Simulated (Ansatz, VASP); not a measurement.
# Two plane-wave programs on Te2Mo

File INCAR:

```
ALGO = Normal ; DIPOL = 0.5 0.5 0.500
EDIFF = 1E-6 ; ENCUT = 520
GGA = PE ; IDIPOL = 3
ISIF = 2 ; ISMEAR = 0
IVDW = 12 ; LASPH = True
LCHARG = True ; LDIPOL = True
LELF = True ; LREAL = False
LVACPOTAV = True ; LVHAR = True
LWAVE = False ; NBANDS = 20
NELM = 100 ; PREC = Accurate
SIGMA = 0.02
```

File KPOINTS:

```
k-points
0
Gamma
  9 9 1
```

POSCAR

```
Te2Mo
1.0
    3.2240000000      0.0000000000      0.0000000000
   -1.6120000000      2.7920659018      0.0000000000
    0.0000000000      0.0000000000     33.2698832047
Te Mo
2 1
Direct
    0.3333333333      0.6666666667      0.4491732511
    0.3333333333      0.6666666667      0.5508267489
    0.6666666667      0.3333333333      0.5000000000
```

Input for Ansatz:

```yaml
crystal:
  lattice:
    - [3.224, 0.0, 0.0]
    - [-1.612, 2.7920659018, 0.0]
    - [0.0, 0.0, 33.2698832047]
  atoms:
    - { symbol: Te, position: [0.3333333333, 0.6666666667, 0.4491732511] }
    - { symbol: Mo, position: [0.6666666667, 0.3333333333, 0.5] }
    - { symbol: Te, position: [0.3333333333, 0.6666666667, 0.5508267489] }
  periodic: [true, true, false]
basis:
  ecutwfc: 420
kpoints:
  mp_grid: { grid: [9, 9, 1] }
hamiltonian:
  xc: pbe
  pseudopotentials: { kind: paw, azcp: { folder: soft_1 } }
  dispersion: d3bj
scf:
  occupations: { method: gaussian, width: 0.02 }
output:
  forces: true
  stress: true
  eigenvalues: true
```

Alike in both runs: task single point; functional PBE; dispersion D3(BJ); k mesh 9 × 9 × 1; occupations gaussian, width 0.02 eV; no spin polarisation.

|  | VASP | Ansatz |
| --- | --- | --- |
| version | VASP 6.6.1 | Ansatz 0.2.0 |
| potentials or method | VASP PAW PBE potentials, release 64 (Te, Mo_sv), cutoff 520 eV | scalar-relativistic, plane waves, PAW |
| valence electrons in the cell | 26 | 46 |

|  | VASP | Ansatz | Ansatz less VASP |
| --- | --- | --- | --- |
| gap on the k mesh at the Fermi level (eV) | 1.37 | 1.37 | -0.001 |
| least direct gap on the mesh (eV) | 1.77 | 1.77 | +0.004 |
| rms of the force components (eV/Å) | 2.240 | 2.228 | -0.0127 |

VASP's potentials hold 26 valence electrons a cell and Ansatz's 46, so a difference there can come from the potentials and not from the codes.

Spin-orbit coupling is off throughout.
